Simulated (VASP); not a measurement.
Here is a VASP 6.6.1 calculation.

INCAR

```
SYSTEM = HfSi3
  PREC = Accurate
  ENCUT = 400
  EDIFF = 1E-6
  ISMEAR = -1
  SIGMA = 0.0948
  LREAL = Auto
  LASPH = .True.
  NELM = 120
  ALGO = Normal
  ISIF = 2
  LWAVE = .False.
  LCHARG = .True.
  GGA = PE
  LELF = .True.
  LVHAR = .True.
  NBANDS = 71
  ISYM = -1
  GGA_COMPAT = .False.
```

The input KPOINTS:

```
explicit points
1
Reciprocal
  0.25000000   0.25000000   0.25000000 1
```

POSCAR

```
HfSi3
1.0
    6.7792930000     -0.0738530000     -0.2467120000
   -0.0738530000      7.0813630000     -0.0543890000
   -0.2467120000     -0.0543890000      7.0472650000
Si Hf
15 5
Direct
    0.0108372003      0.0455731976      0.8293955667
    0.4088399216      0.3316094765      0.8996492430
    1.0047051051      0.8090817366      0.3103382592
    0.6059446546      0.0742566114      0.4292263113
    0.4043478616      0.6314164550      0.5806471843
    0.5892650489      0.3623592953      0.6341487256
    0.3767021361      0.9475744201      0.9075154067
    0.0862678455      0.4864547279      0.3562001853
    0.0531581538      0.7548265664      0.6586079872
    0.4385540473      0.7642208966      0.2802230023
    0.2775078279      0.0294542357      0.5462749730
    0.5571382387      0.6736750361      0.9568137711
    0.8719863867      0.4834398733      0.7707518189
    0.9557492842      0.3059109516      1.0991844365
    0.7256037356      0.8806692596      0.7367426752
    0.1564105379      0.6347584900      0.0155527337
    0.7638016780      0.9820141287      0.1297775529
    0.6446944487      0.4506264229      0.2625468146
    0.9460121869      0.1935848206      0.4947792432
    0.2634012578      0.1216543784      0.1774042712
```

Potentials or basis: VASP PAW PBE potentials, release 64 (Si, Hf_pv).

Run with:

```console
$ cat potpaw_PBE.64/Si/POTCAR potpaw_PBE.64/Hf_pv/POTCAR > POTCAR
$ mpirun -np 1 vasp_std > vasp.out
```

**Question.** Predict the pressure.

**Answer.** 5.6 GPa.

**Question.** Estimate the largest force.

**Answer.** 3.928 eV/Å.

Forces in eV/Å, atoms in the order of the input:
```
Si   0.604  0.635  1.958
Si  -0.192  0.167  0.971
Si   0.994 -1.036  1.545
Si  -2.778 -0.154  0.422
Si  -0.014  0.524 -0.239
Si  -0.157 -0.974 -0.909
Si   0.693 -0.197 -2.795
Si   0.785  0.798  0.945
Si  -0.270 -0.253 -0.638
Si   0.390  1.703  0.000
Si   1.402 -0.562  1.265
Si   0.123 -1.347  0.395
Si   0.990 -0.214  0.261
Si  -0.927  0.891 -1.241
Si  -0.429 -0.164 -0.964
Hf   0.018  0.556  0.086
Hf  -2.174  0.139 -3.268
Hf  -0.129 -0.113 -0.466
Hf   0.442 -0.396  0.834
Hf   0.627 -0.003  1.839
```

Caveat: the atoms stand as in a frame of molecular dynamics.
